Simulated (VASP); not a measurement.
# GaN (F-43m) in VASP: a series of runs

Aim: see how the results for GaN move with the level of theory and the settings. Levels: B3LYP5, PBE-based screened hybrid. Tasks: single point.

All numbers are computed with VASP 6.6.1; they aren't measurements. Logs are shortened: lines on timing, memory, paths and dates and some standing lists are left out, and cuts for length are marked.

## Step 1: The cell of the first run

Symmetry: F-43m, No. 216, cubic system. Conventional cell: a = 4.566 Å, b = 4.566 Å, c = 4.566 Å, α = 90.00°, β = 90.00°, γ = 90.00°. Within 2.6 Å of Ga (site symmetry -43m) lie 4 N at 1.98 Å. Within 2.6 Å of N (site symmetry -43m) lie 4 Ga at 1.98 Å.

## Step 2: Single point, B3LYP5

POSCAR reads:

```
GaN
1.0
    0.0000000000      2.2831553320      2.2831553320
    2.2831553320      0.0000000000      2.2831553320
    2.2831553320      2.2831553320      0.0000000000
Ga N
1 1
Direct
    0.0000000000      0.0000000000      0.0000000000
    0.2500000000      0.2500000000      0.2500000000
```

INCAR.step1 reads:

```
SYSTEM = GaN
PREC     = Accurate       ! precision mode
ENCUT    = 520            ! plane-wave cutoff, eV
EDIFF    = 1E-5           ! SCF threshold, eV
ISMEAR   = -1             ! smearing method
SIGMA    = 0.05           ! smearing width, eV
LREAL    = .FALSE.        ! projectors in reciprocal space
LASPH    = .TRUE.         ! aspherical terms in the spheres
NELM     = 60             ! most SCF steps
ALGO     = Normal         ! electronic algorithm
ISIF     = 2              ! what is computed and relaxed
LWAVE    = .TRUE.         ! write WAVECAR
LCHARG   = .FALSE.        ! write CHGCAR
NBANDS   = 16             ! bands
GGA      = PE             ! functional
```

INCAR.step2 reads:

```
SYSTEM = GaN
PREC     = Accurate       ! precision mode
ENCUT    = 520            ! plane-wave cutoff, eV
EDIFF    = 1E-7           ! SCF threshold, eV
ISMEAR   = -1             ! smearing method
SIGMA    = 0.05           ! smearing width, eV
LREAL    = .FALSE.        ! projectors in reciprocal space
LASPH    = .TRUE.         ! aspherical terms in the spheres
NELM     = 60             ! most SCF steps
ALGO     = Normal         ! electronic algorithm
ISIF     = 2              ! what is computed and relaxed
LWAVE    = .FALSE.        ! write WAVECAR
LCHARG   = .FALSE.        ! write CHGCAR
GGA      = B5             ! functional
LHFCALC  = .TRUE.         ! exact exchange
AEXX     = 0.2            ! exact-exchange fraction
AGGAX    = 0.72         
AGGAC    = 0.81         
ALDAC    = 0.19         
PRECFOCK = Normal       
NBANDS   = 16             ! bands
ISTART   = 1
```

KPOINTS reads:

```
Automatic mesh
0
G
  5 5 5
  0 0 0
```

Potentials or basis: VASP PAW PBE potentials, release 64 (Ga_d, N).

The run is started by

```console
cat potpaw_PBE.64/Ga_d/POTCAR potpaw_PBE.64/N/POTCAR > POTCAR
cp INCAR.step1 INCAR
mpirun -np 1 vasp_std > vasp.out
cp INCAR.step2 INCAR
mpirun -np 1 vasp_std > vasp.out
```

OUTCAR:

```text
SYSTEM = GaN
   PREC = Accurate
   ENCUT = 520
   EDIFF = 1E-7
   ISMEAR = -1
   LREAL = .FALSE.
   LASPH = .TRUE.
   NELM = 60
   ISIF = 2
   GGA = B5
   LHFCALC = .TRUE.
   AEXX = 0.2
   PRECFOCK = Normal
   ISTART = 1

 ion  position               nearest neighbor table
   1  0.000  0.000  0.000-   2 1.98   2 1.98   2 1.98   2 1.98
   2  0.250  0.250  0.250-   1 1.98   1 1.98   1 1.98   1 1.98

  LATTYP: Found a face centered cubic cell.
 ALAT       =     4.5663106640

  Lattice vectors:

 A1 = (   0.0000000000,   2.2831553320,   2.2831553320)
 A2 = (   2.2831553320,   0.0000000000,   2.2831553320)
 A3 = (   2.2831553320,   2.2831553320,   0.0000000000)

Analysis of symmetry for initial positions (statically):
=====================================================================
 Subroutine PRICEL returns:
 Original cell was already a primitive cell.

 Routine SETGRP: Setting up the symmetry group for a
 face centered cubic supercell.

 Subroutine GETGRP returns: Found 24 space group operations
 (whereof 24 operations were pure point group operations)
 out of a pool of 48 trial point group operations.

The static configuration has the point symmetry T_d .

Analysis of symmetry for dynamics (positions and initial velocities):
=====================================================================
 Subroutine PRICEL returns:
 Original cell was already a primitive cell.

 Routine SETGRP: Setting up the symmetry group for a
 face centered cubic supercell.

 Subroutine GETGRP returns: Found 24 space group operations
 (whereof 24 operations were pure point group operations)
 out of a pool of 48 trial point group operations.

The dynamic configuration has the point symmetry T_d .

 Subroutine INISYM returns: Found 24 space group operations
 (whereof 24 operations are pure point group operations),
 and found     1 'primitive' translations

----------------------------------------------------------------------------------------

                                     Primitive cell
[... 74 lines left out ...]
   ENCUT  =  520.0 eV  38.22 Ry    6.18 a.u.   6.00  6.00  6.00*2*pi/ulx,y,z
   NELM   =     60;   NELMIN=  2; NELMDL=  0     # of ELM steps
   EDIFF  = 0.1E-06   stopping-criterion for ELM
   LREAL  =      F    real-space projection
   EDIFFG = 0.1E-05   stopping-criterion for IOM
   NSW    =      0    number of steps for IOM
   IBRION =     -1    ionic relax: 0-MD 1-quasi-New 2-CG
   NFREE  =      0    steps in history (QN), initial steepest desc. (CG)
   ISIF   =      2    stress and relaxation
   ISYM   =      3    0-nonsym 1-usesym 2-fastsym
   POTIM  = 0.5000    time-step for ionic-motion
   TEBEG  =    0.0;   TEEND  =   0.0 temperature during run
   PSTRESS=    0.0 pullay stress
   NELECT =      18.0000    total number of electrons
   NUPDOWN=      -1.0000    fix difference up-down
   EMIN   =  10.00;   EMAX   =-10.00  energy-range for DOS
   EFERMI =   0.00;   METHOD = LEGACY
   ISMEAR =    -1;   SIGMA  =   0.05  broadening in eV -4-tet -1-fermi 0-gaus
   EFERMI_NEDOS =   21; number of points for ismear=-14 and -15
   IALGO  =     38    algorithm
   IMIX   =      1    mixing-type and parameters
     AMIX     =   0.40;   BMIX     =  1.00
     AMIX_MAG =   1.60;   BMIX_MAG =  1.00
  volume/ion in A,a.u.               =      11.90        80.32
  Fermi-wavevector in a.u.,A,eV,Ry     =   1.491490  2.818507 30.266718  2.224541
  Thomas-Fermi vector in A             =   2.604138
   LORBIT       =      0    0 simple, 1 ext, 2 COOP (PROOUT), +10 PAW based schemes
   GGA     = B5    functional components
   LHFCALC =     T    Hartree Fock is set to
   PRECFOCK=normal    Normal, Fast or Accurate (Low or Medium for compatibility)
   ENCUT4O =  -1.0   cutoff for four orbital integrals eV
   NKREDX  =     1    reduce k-point grid by
   NKREDY  =     1    reduce k-point grid by
   NKREDZ  =     1    reduce k-point grid by
   AEXX    =    0.2000 exact exchange contribution
   HFSCREEN=    0.0000 screening length (either q_TF or 0.3 A-1)
   HFSCREENC=   0.0000 screening length for correlation (either q_TF or 0.3 A-1)
   ENCUTFOCK=  -1.0 apply spherical cutoff to Coloumb kernel
   IVDW    =     0    specifies the selected vdW correction
   LEPSILON=     F    determine dielectric tensor
   LRPA    =     F    only Hartree local field effects (RPA)
 non-spin polarized calculation
  energy-cutoff  :      520.00
  volume of cell :       23.80
 maximum number of plane-waves:       656
  NGX = 20; NGY = 20; NGZ = 20

 number of electron      17.9999983 magnetization

 Free energy of the ion-electron system (eV)
  ---------------------------------------------------
  ext. energy  EPLUGINS =         0.00000000
  ---------------------------------------------------
  free energy    TOTEN  =       -13.95171754 eV

  energy without entropy =      -13.95171754  energy(sigma->0) =      -13.95171754

 E-fermi :   5.2601     XC(G=0):  -9.0585

 val. band max:        4.2047316061   @ k =   0.0000   0.0000   0.0000
 cond. band min:       7.3295489260   @ k =   0.0000   0.0000   0.0000
 fundamental gap:      3.1248173198
 Fermi energy:         5.2600868765

 k-point     1 :       0.0000    0.0000    0.0000
  band No.  band energies     occupation
      1     -12.5443      2.00000
      2     -11.0788      2.00000
      3     -11.0788      2.00000
      4     -11.0788      2.00000
      5     -10.8027      2.00000
      6     -10.8027      2.00000
[... 167 lines left out ...]
      3     -10.9238      2.00000
      4     -10.8304      2.00000
      5     -10.7794      2.00000
      6      -8.6227      2.00000
[... 8 lines left out ...]
     15      25.4464      0.00000
     16      29.0699      0.00000

------------------------ aborting loop because EDIFF is reached ----------------------------------------

  FORCE on cell =-STRESS in cart. coord.  units (eV):
  Direction    XX          YY          ZZ          XY          YZ          ZX
  --------------------------------------------------------------------------------------
  -------------------------------------------------------------------------------------
  Total       -0.2985595     -0.2985595     -0.2985595      0.0000000      0.0000000      0.0000000
  in kB      -20.0957888    -20.0957888    -20.0957888      0.0000000      0.0000000      0.0000000
  external PRESSURE =     -20.0957888 kB  Pullay stress =       0.0000000 kB

 VOLUME and BASIS-vectors are now :
 -----------------------------------------------------------------------------
  energy-cutoff  :      520.00
  volume of cell :       23.80
      direct lattice vectors                 reciprocal lattice vectors
     0.000000000  2.283155332  2.283155332    -0.218995174  0.218995174  0.218995174
     2.283155332  0.000000000  2.283155332     0.218995174 -0.218995174  0.218995174
     2.283155332  2.283155332  0.000000000     0.218995174  0.218995174 -0.218995174

 POSITION                                       TOTAL-FORCE (eV/Angst)
 -----------------------------------------------------------------------------------
      0.00000      0.00000      0.00000         0.000000      0.000000      0.000000
      1.14158      1.14158      1.14158        -0.000000     -0.000000     -0.000000
 -----------------------------------------------------------------------------------
    total drift:                                0.000003      0.000007      0.000002

  FREE ENERGIE OF THE ION-ELECTRON SYSTEM (eV)
  ---------------------------------------------------
  free  energy   TOTEN  =       -13.9517175392 eV

  energy  without entropy=      -13.9517175391  energy(sigma->0) =      -13.95171754
```

OSZICAR.step1:

```text
N       E                     dE             d eps       ncg     rms          rms(c)
DAV:   1     0.851846662655E+02    0.85185E+02   -0.94485E+03   344   0.197E+03
DAV:   2    -0.783157734676E+01   -0.93016E+02   -0.85211E+02   352   0.340E+02
DAV:   3    -0.140140696727E+02   -0.61825E+01   -0.61603E+01   400   0.716E+01
DAV:   4    -0.140876427500E+02   -0.73573E-01   -0.73569E-01   392   0.858E+00
DAV:   5    -0.140885565651E+02   -0.91382E-03   -0.91381E-03   424   0.795E-01    0.759E+00
DAV:   6    -0.121390632111E+02    0.19495E+01   -0.50040E+00   480   0.386E+01    0.269E+00
DAV:   7    -0.121434478874E+02   -0.43847E-02   -0.30198E-01   336   0.663E+00    0.176E+00
DAV:   8    -0.121398711979E+02    0.35767E-02   -0.64640E-02   368   0.320E+00    0.837E-01
DAV:   9    -0.121353549309E+02    0.45163E-02   -0.13984E-02   488   0.257E+00    0.219E-01
DAV:  10    -0.121357738343E+02   -0.41890E-03   -0.13897E-03   376   0.483E-01    0.102E-01
DAV:  11    -0.121356818999E+02    0.91934E-04   -0.26661E-04   448   0.265E-01    0.690E-03
DAV:  12    -0.121356878635E+02   -0.59636E-05   -0.29956E-05   360   0.521E-02
   1 F= -.12135688E+02 E0= -.12135688E+02  d E =-.189287E-07
```

It took 10 min on 1 thread of Intel Xeon Platinum 8375C at 2.90GHz (Ice Lake), shared host; peak memory 0.15 GiB.

What came out:

| Quantity | Value |
| --- | --- |
| Free energy | -13.9517 eV |
| Pressure | -2.0 GPa |
| Band gap on the k mesh | 3.12 eV, direct |

Caveat: the k points lie up to 0.48 Å⁻¹ apart; the PAW data sets were made with another functional, which shifts forces and pressure a little.

## Step 3: Single point, B3LYP5

This run uses another cell than the first one, of 12.13 Å³/atom, 1.019 times its volume.

POSCAR reads:

```
GaN
1.0
    0.0000000000      2.2976981147      2.2976981147
    2.2976981147      0.0000000000      2.2976981147
    2.2976981147      2.2976981147      0.0000000000
Ga N
1 1
Direct
    0.0000000000      0.0000000000      0.0000000000
    0.2500000000      0.2500000000      0.2500000000
```

INCAR.step1 reads:

```
SYSTEM = GaN
ALGO = Normal
EDIFF = 1E-5
ENCUT = 520
GGA = PE
ISIF = 2
ISMEAR = -1
LASPH = .TRUE.
LREAL = .FALSE.
LWAVE = .TRUE.
NBANDS = 16
NELM = 100
PREC = Accurate
SIGMA = 0.05
```

INCAR.step2 reads:

```
SYSTEM = GaN
AEXX = 0.2
AGGAC = 0.81
AGGAX = 0.72
ALDAC = 0.19
ALGO = Normal
EDIFF = 1E-6
ENCUT = 520
GGA = B5
ISIF = 2
ISMEAR = -1
ISTART = 1
LASPH = .TRUE.
LCHARG = .TRUE.
LELF = .TRUE.
LHFCALC = .TRUE.
LREAL = .FALSE.
LVHAR = .TRUE.
LWAVE = .FALSE.
NBANDS = 16
NELM = 100
PREC = Accurate
PRECFOCK = Normal
SIGMA = 0.05
```

KPOINTS reads:

```
k-points
0
G
  5 5 5
  0 0 0
```

Potentials or basis: VASP PAW PBE potentials, release 64 (Ga_d, N).

The run is started by

```console
cat potpaw_PBE.64/Ga_d/POTCAR potpaw_PBE.64/N/POTCAR > POTCAR
cp INCAR.step1 INCAR
mpirun -np 1 vasp_std > vasp.out
cp INCAR.step2 INCAR
mpirun -np 1 vasp_std > vasp.out
```

Wall time 8.1 min (1 thread of Intel Xeon Platinum 8375C at 2.90GHz (Ice Lake), shared host); peak memory 0.15 GiB.

The run converged. Its results:

```
Free energy            : -13.9417 eV
Pressure               : -5.1 GPa
Band gap on the k mesh : 2.98 eV, direct
```

Levels at points of the mesh, in eV from the valence-band top:
```tsv
k point	band 6	band 7	band 8	band 9	band 10	band 11	band 12	band 13
(0.00, 0.00, 0.00)	-15.03	0.00	0.00	0.00	2.98	11.81	11.81	11.81
```

Caveat: the k points lie up to 0.47 Å⁻¹ apart; the PAW data sets were made with another functional, which shifts forces and pressure a little.

(Continued in part 2 of 2.)
